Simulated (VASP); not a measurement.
# W (Im-3m) in VASP: further runs

Runs on W. Level: PBE. Tasks: single point.

Program: VASP 6.6.1. These are calculated values, not measurements. Logs are shortened: lines on timing, memory, paths and dates and some standing lists are left out, and cuts for length are marked.

## 1. The cell of the first run

Symmetry: Im-3m, No. 229, cubic system. Conventional cell: a = 3.141 Å, b = 3.141 Å, c = 3.141 Å, α = 90.00°, β = 90.00°, γ = 90.00°. W (site symmetry m-3m) has 14 W at 2.72 to 3.14 Å within 3.6 Å.

## 2. Single point, PBE

File INCAR:

```
PREC = Accurate
ENCUT = 520
EDIFF = 1E-7
ISMEAR = -1
SIGMA = 0.06122561905347299
LREAL = F
LASPH = T
NELM = 60
ALGO = Normal
ISIF = 2
LWAVE = F
LCHARG = F
GGA = PE
NBANDS = 13
```

File KPOINTS:

```
regular mesh
0
Gamma
  48 48 48
```

File POSCAR:

```
W
1.0
   -1.5707222772      1.5707222772      1.5707222772
    1.5707222772     -1.5707222772      1.5707222772
    1.5707222772      1.5707222772     -1.5707222772
W
1
Direct
    0.0000000000      0.0000000000      0.0000000000
```

Potentials or basis: VASP PAW PBE potentials, release 64 (W_sv).

The run is started by

```
> cat potpaw_PBE.64/W_sv/POTCAR > POTCAR
> mpirun -np 1 vasp_std > vasp.out
```

OUTCAR:

```text
PREC = Accurate
   ENCUT = 520
   EDIFF = 1E-7
   ISMEAR = -1
   LREAL = F
   LASPH = T
   NELM = 60
   ISIF = 2
   GGA = PE

 ion  position               nearest neighbor table
   1  0.000  0.000  0.000-

  LATTYP: Found a body centered cubic cell.
 ALAT       =     3.1414445544

  Lattice vectors:

 A1 = (  -1.5707222772,   1.5707222772,   1.5707222772)
 A2 = (   1.5707222772,  -1.5707222772,   1.5707222772)
 A3 = (   1.5707222772,   1.5707222772,  -1.5707222772)

Analysis of symmetry for initial positions (statically):
=====================================================================
 Subroutine PRICEL returns:
 Original cell was already a primitive cell.

 Routine SETGRP: Setting up the symmetry group for a
 body centered cubic supercell.

 Subroutine GETGRP returns: Found 48 space group operations
 (whereof 48 operations were pure point group operations)
 out of a pool of 48 trial point group operations.

The static configuration has the point symmetry O_h .

Analysis of symmetry for dynamics (positions and initial velocities):
=====================================================================
 Subroutine PRICEL returns:
 Original cell was already a primitive cell.

 Routine SETGRP: Setting up the symmetry group for a
 body centered cubic supercell.

 Subroutine GETGRP returns: Found 48 space group operations
 (whereof 48 operations were pure point group operations)
 out of a pool of 48 trial point group operations.

The dynamic configuration has the point symmetry O_h .

 Subroutine INISYM returns: Found 48 space group operations
 (whereof 48 operations are pure point group operations),
 and found     1 'primitive' translations

----------------------------------------------------------------------------------------

                                     Primitive cell

  volume of cell :      15.5009

  direct lattice vectors                    reciprocal lattice vectors
    -1.570722277  1.570722277  1.570722277     0.000000000  0.318324892  0.318324892
     1.570722277 -1.570722277  1.570722277     0.318324892  0.000000000  0.318324892
     1.570722277  1.570722277 -1.570722277     0.318324892  0.318324892  0.000000000

  length of vectors
     2.720570789  2.720570789  2.720570789     0.450179380  0.450179380  0.450179380

  position of ions in fractional coordinates (direct lattice)
     0.000000000  0.000000000  0.000000000

  ion indices of the primitive-cell ions
   primitive index   ion index
                 1           1

----------------------------------------------------------------------------------------

 KPOINTS: regular mesh

Automatic generation of k-mesh.
 Grid dimensions read from file:
 generate k-points for:   48   48   48

 Generating k-lattice:

  Cartesian coordinates                     Fractional coordinates (reciprocal lattice)
     0.000000000  0.006631769  0.006631769     0.020833333  0.000000000  0.000000000
     0.006631769  0.000000000  0.006631769     0.000000000  0.020833333  0.000000000
     0.006631769  0.006631769  0.000000000     0.000000000  0.000000000  0.020833333

  Length of vectors
     0.009378737  0.009378737  0.009378737

  Shift w.r.t. Gamma in fractional coordinates (k-lattice)
     0.000000000  0.000000000  0.000000000

 Subroutine IBZKPT returns following result:
 ===========================================

 Found   2769 irreducible k-points:

 Following reciprocal coordinates:
            Coordinates               Weight
  0.000000  0.000000  0.000000      1.000000
  0.020833  0.000000  0.000000     12.000000
  0.041667  0.000000  0.000000     12.000000
  0.062500  0.000000  0.000000     12.000000
  0.083333  0.000000  0.000000     12.000000
  0.104167  0.000000  0.000000     12.000000
[... 16 lines left out ...]
  0.458333  0.000000  0.000000     12.000000
  0.479167  0.000000  0.000000     12.000000
 [... further k-points ...]
   k-points           NKPTS =   2769   k-points in BZ     NKDIM =   2769   number of bands    NBANDS=     13
   number of dos      NEDOS =    301   number of ions     NIONS =      1
   total plane-waves  NPLWV =   8000
   dimension x,y,z NGX =    20 NGY =   20 NGZ =   20
   dimension x,y,z NGXF=    40 NGYF=   40 NGZF=   40
   ions per type =               1
   NGX,Y,Z   is equivalent  to a cutoff of  12.22, 12.22, 12.22 a.u.
   NGXF,Y,Z  is equivalent  to a cutoff of  24.44, 24.44, 24.44 a.u.
 SYSTEM =  unknown system
   PREC   = accura    normal or accurate (medium, high low for compatibility)
   ISTART =      0    job   : 0-new  1-cont  2-samecut
   ICHARG =      2    charge: 1-file 2-atom 10-const
   ISPIN  =      1    spin polarized calculation?
   LNONCOLLINEAR =      F non collinear calculations
   LSORBIT =      F    spin-orbit coupling
   LASPH  =      T    aspherical Exc in radial PAW
   ENCUT  =  520.0 eV  38.22 Ry    6.18 a.u.   5.06  5.06  5.06*2*pi/ulx,y,z
   NELM   =     60;   NELMIN=  2; NELMDL= -5     # of ELM steps
   EDIFF  = 0.1E-06   stopping-criterion for ELM
   LREAL  =      F    real-space projection
   EDIFFG = 0.1E-05   stopping-criterion for IOM
   NSW    =      0    number of steps for IOM
   IBRION =     -1    ionic relax: 0-MD 1-quasi-New 2-CG
   NFREE  =      0    steps in history (QN), initial steepest desc. (CG)
   ISIF   =      2    stress and relaxation
   ISYM   =      2    0-nonsym 1-usesym 2-fastsym
   POTIM  = 0.5000    time-step for ionic-motion
   TEBEG  =    0.0;   TEEND  =   0.0 temperature during run
   PSTRESS=    0.0 pullay stress
   NELECT =      14.0000    total number of electrons
   NUPDOWN=      -1.0000    fix difference up-down
   EMIN   =  10.00;   EMAX   =-10.00  energy-range for DOS
   EFERMI =   0.00;   METHOD = LEGACY
   ISMEAR =    -1;   SIGMA  =   0.06  broadening in eV -4-tet -1-fermi 0-gaus
   EFERMI_NEDOS =   21; number of points for ismear=-14 and -15
   IALGO  =     38    algorithm
   IMIX   =      4    mixing-type and parameters
     AMIX     =   0.40;   BMIX     =  1.00
     AMIX_MAG =   1.60;   BMIX_MAG =  1.00
  volume/ion in A,a.u.               =      15.50       104.61
  Fermi-wavevector in a.u.,A,eV,Ry     =   1.582455  2.990407 34.071229  2.504165
  Thomas-Fermi vector in A             =   2.682376
   LORBIT       =      0    0 simple, 1 ext, 2 COOP (PROOUT), +10 PAW based schemes
   GGA     = PE    functional components
   LHFCALC =     F    Hartree Fock is set to
   AEXX    =    0.0000 exact exchange contribution
   IVDW    =     0    specifies the selected vdW correction
   LEPSILON=     F    determine dielectric tensor
   LRPA    =     F    only Hartree local field effects (RPA)
 non-spin polarized calculation
  energy-cutoff  :      520.00
  volume of cell :       15.50
 maximum number of plane-waves:       431
   NGX = 11   NGY = 11   NGZ = 11

 number of electron      14.0000005 magnetization

 Free energy of the ion-electron system (eV)
  ---------------------------------------------------
  ext. energy  EPLUGINS =         0.00000000
  ---------------------------------------------------
  free energy    TOTEN  =       -12.92980271 eV

  energy without entropy =      -12.92436322  energy(sigma->0) =      -12.92708297

 E-fermi :  11.7968     XC(G=0): -13.7682

 val. band max:       11.7919176036   @ k =   0.5000   0.5000   0.2083
 cond. band min:      11.7981207742   @ k =  -0.2917   0.3333   0.2292
 fundamental gap:      0.0062031706
 Fermi energy:        11.7967698796

 k-point     1 :       0.0000    0.0000    0.0000
  band No.  band energies     occupation
      1     -62.3845      2.00000
      2     -25.9116      2.00000
      3     -25.9116      2.00000
      4     -25.9116      2.00000
      5       2.0099      2.00000
      6      10.5031      2.00000
      7      10.5031      2.00000
      8      10.5031      2.00000
      9      14.0856      0.00000
     10      14.0856      0.00000
     11      26.3378      0.00000
     12      26.3378      0.00000
     13      26.3378      0.00000

 k-point     2 :       0.0208    0.0000    0.0000
  band No.  band energies     occupation
      1     -62.3838      2.00000
      2     -25.9181      2.00000
      3     -25.9136      2.00000
      4     -25.9116      2.00000
      5       2.0317      2.00000
      6      10.4895      2.00000
      7      10.5005      2.00000
      8      10.5242      2.00000
      9      14.0622      0.00000
     10      14.0856      0.00000
     11      26.3573      0.00000
     12      26.3749      0.00000
     13      26.3943      0.00000

 k-point     3 :       0.0417    0.0000    0.0000
  band No.  band energies     occupation
      1     -62.3819      2.00000
      2     -25.9373      2.00000
      3     -25.9196      2.00000
      4     -25.9117      2.00000
      5       2.0970      2.00000
      6      10.4492      2.00000
      7      10.4919      2.00000
      8      10.5870      2.00000
      9      13.9950      0.00000
     10      14.0856      0.00000
     11      26.4146      0.00000
     12      26.4855      0.00000
     13      26.5602      0.00000
[... 305 lines left out ...]
 k-point    23 :       0.4583    0.0000    0.0000
  band No.  band energies     occupation
      1     -62.2387      2.00000
      2     -27.2758      2.00000
      3     -26.3536      2.00000
      4     -25.9203      2.00000
      5       5.3580      2.00000
      6       8.1242      2.00000
      7      12.2476      0.00127
      8      14.0508      0.00000
      9      14.9626      0.00000
     10      17.8704      0.00000
     11      23.4475      0.00000
     12      23.4679      0.00000
     13      29.2740      0.00000

 k-point    24 :       0.4792    0.0000    0.0000
  band No.  band energies     occupation
      1     -62.2368      2.00000
      2     -27.2921      2.00000
      3     -26.3591      2.00000
      4     -25.9205      2.00000
      5       5.3492      2.00000
      6       8.0999      2.00000
      7      12.4531      0.00004
      8      14.0120      0.00000
      9      14.9913      0.00000
     10      18.0600      0.00000
     11      23.2867      0.00000
     12      23.3483      0.00000
     13      29.0073      0.00000

 [... further k-points ...]

------------------------ aborting loop because EDIFF is reached ----------------------------------------

  FORCE on cell =-STRESS in cart. coord.  units (eV):
  Direction    XX          YY          ZZ          XY          YZ          ZX
  --------------------------------------------------------------------------------------
  -------------------------------------------------------------------------------------
  Total        1.3428184      1.3428184      1.3428184     -0.0000000      0.0000000      0.0000000
  in kB      138.7936688    138.7936688    138.7936688     -0.0000000      0.0000000      0.0000000
  external PRESSURE =     138.7936688 kB  Pullay stress =       0.0000000 kB

 VOLUME and BASIS-vectors are now :
 -----------------------------------------------------------------------------
  energy-cutoff  :      520.00
  volume of cell :       15.50
      direct lattice vectors                 reciprocal lattice vectors
    -1.570722277  1.570722277  1.570722277     0.000000000  0.318324892  0.318324892
     1.570722277 -1.570722277  1.570722277     0.318324892  0.000000000  0.318324892
     1.570722277  1.570722277 -1.570722277     0.318324892  0.318324892  0.000000000

 POSITION                                       TOTAL-FORCE (eV/Angst)
 -----------------------------------------------------------------------------------
      0.00000      0.00000      0.00000        -0.000000      0.000000     -0.000000
 -----------------------------------------------------------------------------------
    total drift:                                0.000000     -0.000000      0.000000

  FREE ENERGIE OF THE ION-ELECTRON SYSTEM (eV)
  ---------------------------------------------------
  free  energy   TOTEN  =       -12.9298027135 eV

  energy  without entropy=      -12.9243632236  energy(sigma->0) =      -12.92708297
```

Wall time 4.8 min (1 thread of Oxide Virtual Turin-like, shared host); peak memory 0.54 GiB.

What came out:

| Property | Result |
| --- | --- |
| Free energy | -12.9298 eV |
| Pressure | 13.9 GPa |
| Band gap on the k mesh | zero (bands 7 and 8 overlap by 6.60 eV) |

Levels at points of the mesh, in eV from the Fermi level:
```tsv
k point	band 3	band 4	band 5	band 6	band 7	band 8	band 9	band 10	band 11	band 12
(0.00, 0.00, 0.00)	-37.71	-37.71	-9.79	-1.29	-1.29	-1.29	2.29	2.29	14.54	14.54
(0.50, 0.00, 0.00)	-38.16	-37.72	-6.45	-3.71	0.73	2.20	3.20	6.33	11.43	11.52
(0.50, 0.50, 0.50)	-38.68	-38.68	-6.04	-6.04	5.30	5.30	5.30	8.40	8.40	8.40
```

Caveat: the cell stands under pressure; spin-orbit coupling is left out, which moves the levels of the heavy elements.

## 3. Single point, PBE

This run uses another cell than the first one, of 15.82 Å³/atom.

File INCAR:

```
PREC = Accurate
ENCUT = 520
EDIFF = 1E-6
ISMEAR = -1
SIGMA = 0.06122561905347299
LREAL = False
LASPH = True
NELM = 100
ALGO = Normal
ISIF = 2
LWAVE = False
LCHARG = True
GGA = PE
LELF = True
LVHAR = True
NBANDS = 13
```

KPOINTS is that of step 2.

File POSCAR:

```
W
1.0
   -1.5815551870      1.5815551870      1.5815551870
    1.5815551870     -1.5815551870      1.5815551870
    1.5815551870      1.5815551870     -1.5815551870
W
1
Direct
    0.0000000000      0.0000000000      0.0000000000
```

Potentials or basis: VASP PAW PBE potentials, release 64 (W_sv).

The run is started by

```
> cat potpaw_PBE.64/W_sv/POTCAR > POTCAR
> mpirun -np 1 vasp_std > vasp.out
```

Run time: 8.3 min. Hardware: 1 thread of Oxide Virtual Turin-like, shared host; peak memory 0.55 GiB.

It converged, with:

```yaml
Free_energy: -12.9506 eV
Pressure: 6.7 GPa
Band_gap_on_the_k_mesh: zero (bands 7 and 8 overlap by 6.41 eV)
```

Levels at points of the mesh, in eV from the Fermi level:
```
           k point  band 3  band 4  band 5  band 6  band 7  band 8  band 9  band 10  band 11  band 12
(0.00, 0.00, 0.00)  -37.76  -37.76   -9.67   -1.25   -1.25   -1.25    2.25     2.25    14.50    14.50
(0.50, 0.00, 0.00)  -38.18  -37.77   -6.31   -3.60    0.66    2.14    3.12     6.15    11.09    11.47
(0.50, 0.50, 0.50)  -38.67  -38.67   -5.87   -5.87    5.16    5.16    5.16     8.24     8.24     8.24
```

Caveat: the cell stands under pressure; spin-orbit coupling is left out, which moves the levels of the heavy elements.

## 4. Single point, PBE

This run uses another cell than the first one, of 16.15 Å³/atom.

File INCAR:

```
SYSTEM = W
PREC = Accurate
ENCUT = 520
EDIFF = 1E-6
ISMEAR = -1
SIGMA = 0.06122561905347299
LREAL = .False.
LASPH = .True.
NELM = 80
ALGO = Normal
ISIF = 2
LWAVE = .False.
LCHARG = .False.
GGA = PE
NBANDS = 13
```

File KPOINTS:

```
Automatic mesh
0
Gamma
  48 48 48
  0 0 0
```

File POSCAR:

```
W
1.0
   -1.5922416948      1.5922416948      1.5922416948
    1.5922416948     -1.5922416948      1.5922416948
    1.5922416948      1.5922416948     -1.5922416948
W
1
Direct
    0.0000000000      0.0000000000      0.0000000000
```

The run is started by

```
> cat potpaw_PBE.64/W_sv/POTCAR > POTCAR
> mpirun -np 1 vasp_std > vasp.out
```

It took 12 min on 1 thread of Oxide Virtual Turin-like, shared host; peak memory 0.6 GiB.

The run converged. Its results:

```
Free energy            : -12.9577 eV
Pressure               : 0.3 GPa
Band gap on the k mesh : zero (bands 7 and 8 overlap by 6.23 eV)
```

Levels at points of the mesh, in eV from the Fermi level:
```csv
k point,band 5,band 6,band 7,band 8,band 9,band 10
"(0.00, 0.00, 0.00)",-9.55,-1.21,-1.21,-1.21,2.20,2.20
"(0.50, 0.00, 0.00)",-6.17,-3.50,0.60,2.08,3.04,5.97
"(0.50, 0.50, 0.50)",-5.70,-5.70,5.02,5.02,5.02,8.08
```

Caveat: spin-orbit coupling is left out, which moves the levels of the heavy elements.

## 5. Summary

```csv
cell,gap on the mesh (eV),pressure (GPa)
"a = 2.721 Å, angles 109.5°, 1 atom",none,13.9
"a = 2.739 Å, angles 109.5°, 1 atom",none,6.7
"a = 2.758 Å, angles 109.5°, 1 atom",none,0.3
```

Alike in all rows: task single point; level PBE; potentials or basis VASP PAW PBE potentials, release 64 (W_sv); no spin polarisation; k mesh 48 × 48 × 48; cutoff (eV) 520; smearing fermi-dirac 0.0612256 eV.

Caveats: spin-orbit coupling is left out, which moves the levels of the heavy elements; the cell stands under pressure (at least some runs).

Absolute energies hang on the potentials; compare differences alone.
